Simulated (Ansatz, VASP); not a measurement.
Cu4Ni: VASP beside Ansatz

INCAR

```
SYSTEM = Cu4Ni
PREC = Accurate
ENCUT = 520
EDIFF = 1E-6
ISMEAR = 0
SIGMA = 0.1
LREAL = .FALSE.
LASPH = .TRUE.
NELM = 80
ALGO = Fast
ISIF = 2
LWAVE = .FALSE.
LCHARG = .FALSE.
GGA = PE
NBANDS = 65
```

KPOINTS

```
regular mesh
0
G
  18 18 2
  0 0 0
```

File POSCAR:

```
Cu4Ni
1.0
    2.5387687066     -0.0000000289      0.0000000000
   -1.2693843283      2.1986382087      0.0000000000
    0.0000000000      0.0000000000     20.9698358000
Cu Ni
8 2
Direct
    0.3333333333      0.6666666667      0.0505960000
    0.3333333333      0.6666666667      0.4494040000
    0.3333333333      0.6666666667      0.6515990000
    0.3333333333      0.6666666667      0.8484010000
    0.6666666667      0.3333333333      0.1515990000
    0.6666666667      0.3333333333      0.3484010000
    0.6666666667      0.3333333333      0.5505960000
    0.6666666667      0.3333333333      0.9494040000
    0.3333333333      0.6666666667      0.2500000000
    0.6666666667      0.3333333333      0.7500000000
```

Input for Ansatz:

```yaml
crystal:
  lattice:
    - [2.5387687066, -2.89e-08, 0.0]
    - [-1.2693843283, 2.1986382087, 0.0]
    - [0.0, 0.0, 20.9698358]
  atoms:
    - { symbol: Cu, position: [0.3333333333, 0.6666666667, 0.050596] }
    - { symbol: Cu, position: [0.3333333333, 0.6666666667, 0.449404] }
    - { symbol: Cu, position: [0.3333333333, 0.6666666667, 0.651599] }
    - { symbol: Cu, position: [0.3333333333, 0.6666666667, 0.848401] }
    - { symbol: Cu, position: [0.6666666667, 0.3333333333, 0.151599] }
    - { symbol: Cu, position: [0.6666666667, 0.3333333333, 0.348401] }
    - { symbol: Cu, position: [0.6666666667, 0.3333333333, 0.550596] }
    - { symbol: Cu, position: [0.6666666667, 0.3333333333, 0.949404] }
    - { symbol: Ni, position: [0.3333333333, 0.6666666667, 0.25] }
    - { symbol: Ni, position: [0.6666666667, 0.3333333333, 0.75] }
basis:
  ecutwfc: 420
kpoints:
  mp_grid: { grid: [18, 18, 2] }
  band_path:
    path:
      - [[0.0, 0.0, 0.0], [0.5, 0.0, 0.0], [0.33333333, 0.33333333, 0.0], [0.0, 0.0, 0.0], [0.0, 0.0, 0.5], [0.5, 0.0, 0.5], [0.33333333, 0.33333333, 0.5], [0.0, 0.0, 0.5]]
      - [[0.5, 0.0, 0.5], [0.5, 0.0, 0.0]]
      - [[0.33333333, 0.33333333, 0.5], [0.33333333, 0.33333333, 0.0]]
    npoints: 14
hamiltonian:
  xc: pbe
scf:
  occupations: { method: gaussian, width: 0.1 }
  n_extra_bands: 25
output:
  forces: true
  stress: true
  eigenvalues: true
  populations: true
  dos: { projected: true, de: 0.02, nscf_kmesh: { grid: [22, 22, 3] } }
  bader: true
```

Alike in both runs: task single point; functional PBE; k mesh 18 × 18 × 2; occupations gaussian, width 0.1 eV; no spin polarisation.

|  | VASP | Ansatz |
| --- | --- | --- |
| version | VASP 6.6.1 | Ansatz 0.2.0 |
| potentials or method | VASP PAW PBE potentials, release 64 (Cu, Ni), cutoff 520 eV | scalar-relativistic, plane waves, PAW |
| valence electrons in the cell | 108 | 188 |

Ansatz gave:

```
gap on the k mesh at the Fermi level (eV) : none
pressure (GPa)                            : 0.0
rms of the force components (eV/Å)        : 0.000
```

Q: What did VASP give for the same quantities?

A: gap on the k mesh at the Fermi level (eV): none; pressure (GPa): 0.5; rms of the force components (eV/Å): 0.003.

Atom by atom the forces differ by 0.004 eV/Å (rms over components). A gap of «none» marks a metal or a gap that the smearing closes. VASP's potentials hold 108 valence electrons a cell and Ansatz's 188, so a difference there can come from the potentials and not from the codes.
